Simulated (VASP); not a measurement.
Here is a VASP 6.6.1 calculation.

POSCAR

```
Se
1.0
    0.0000000000      3.1127843762      3.1127843762
    3.1127843762      0.0000000000      3.1127843762
    3.1127843762      3.1127843762      0.0000000000
Se
2
Direct
    0.0000000000      0.0000000000      0.0000000000
    0.2500000000      0.2500000000      0.2500000000
```

INCAR.step1

```
SYSTEM = Se
ALGO = Normal
EDIFF = 1E-4
ENCUT = 520
GGA = PE
ISMEAR = -1
LASPH = .True.
LCHARG = .False.
LREAL = .False.
LWAVE = .True.
NBANDS = 13
NELM = 80
PREC = Accurate
SIGMA = 0.1
```

Contents of INCAR.step2:

```
SYSTEM = Se
ALGO = Normal
EDIFF = 1E-6
ENCUT = 520
ISIF = 2
ISMEAR = -1
ISTART = 1
LASPH = .True.
LCHARG = .False.
LMIXTAU = .True.
LREAL = .False.
LWAVE = .False.
METAGGA = R2SCAN
NBANDS = 13
NELM = 80
PREC = Accurate
SIGMA = 0.1
```

Contents of KPOINTS:

```
k-points
0
Gamma
  9 9 9
  0 0 0
```

Potentials or basis: VASP PAW PBE potentials, release 64 (Se).

Command:

```bash
$ cat potpaw_PBE.64/Se/POTCAR > POTCAR
$ cp INCAR.step1 INCAR
$ mpirun -np 1 vasp_std > vasp.out
$ cp INCAR.step2 INCAR
$ mpirun -np 1 vasp_std > vasp.out
```

(1) Estimate the band gap on the k mesh.

(2) What does it give for the pressure?

## Answers

(1) zero (bands 6 and 7 overlap by 1.15 eV).

(2) 1.3 GPa.

Caveat: the PAW data sets were made with another functional, which shifts forces and pressure a little.
